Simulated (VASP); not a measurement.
The system is B.

```
CELL_PARAMETERS angstrom
2.10059 0.00000 0.00000
-1.05030 1.81917 0.00000
0.00000 0.00000 6.86053
ATOMIC_POSITIONS crystal
B 0.00000 0.00000 0.00000
B 0.00000 0.00000 0.50000
B 0.33333 0.66667 0.25000
B 0.66667 0.33333 0.75000
```

- Program: VASP 6.6.1
- Task: relaxation of cell and atoms
- Functional: LDA
- Potentials or basis: VASP PAW LDA potentials, release 64 (B)
- Cutoff: 600 eV
- k mesh: 17 × 17 × 5
- Occupations: fermi-dirac, width 0.1 eV
- Spin: no spin polarisation

At the start: pressure -28.5 GPa; volume 6.55 Å³/atom.

Q: How do energy, volume and symmetry change on relaxing?

A: Over 28 steps the energy falls by 725.3 meV/atom and the volume is 7.50 Å³/atom (+14.5 %); space group P6_3/mmc (No. 194, to 0.05 Å).

Step by step:
```csv
step,energy change (eV),largest force (eV/Å),pressure (GPa),volume (Å³)
1,0.0000,0.0000,-28.50,26.22
2,-0.2957,0.0000,13.43,22.03
3,-0.3306,0.0000,0.93,22.95
4,-0.3557,0.0000,1.34,22.94
5,-0.4735,0.0000,2.71,22.89
6,-0.7695,0.0000,11.01,22.65
7,-0.9353,0.0000,50.65,21.69
8,-0.9365,0.0000,50.73,21.69
9,-0.9399,0.0000,50.99,21.70
10,-0.9465,0.0000,51.48,21.72
11,-0.9604,0.0000,52.39,21.77
12,-1.0008,0.0000,54.24,21.84
13,-1.1365,0.0000,58.75,21.96
14,-1.3552,0.0000,78.63,22.06
15,-1.2793,0.0000,89.68,22.06
16,-1.3378,0.0000,83.04,22.06
17,-1.4068,0.0000,86.59,22.40
18,-1.4085,0.0000,88.15,22.54
19,-1.5559,0.0000,82.16,22.86
20,-1.9444,0.0000,65.56,23.82
21,-2.5016,0.0000,38.14,25.82
22,-2.8997,0.0000,0.69,30.13
23,-2.8992,0.0000,1.77,29.96
24,-2.9000,0.0000,1.57,29.94
25,-2.9010,0.0000,0.96,29.88
26,-2.9010,0.0000,0.92,29.88
27,-2.9012,0.0000,0.61,29.92
28,-2.9014,0.0000,-0.04,30.02
```

Final structure:
```
CELL_PARAMETERS angstrom
1.69772 0.00000 0.00000
-0.84886 1.47027 0.00000
0.00000 0.00000 12.02512
ATOMIC_POSITIONS crystal
B 0.00000 0.00000 0.00000
B 0.00000 0.00000 0.50000
B 0.33333 0.66667 0.25000
B 0.66667 0.33333 0.75000
```
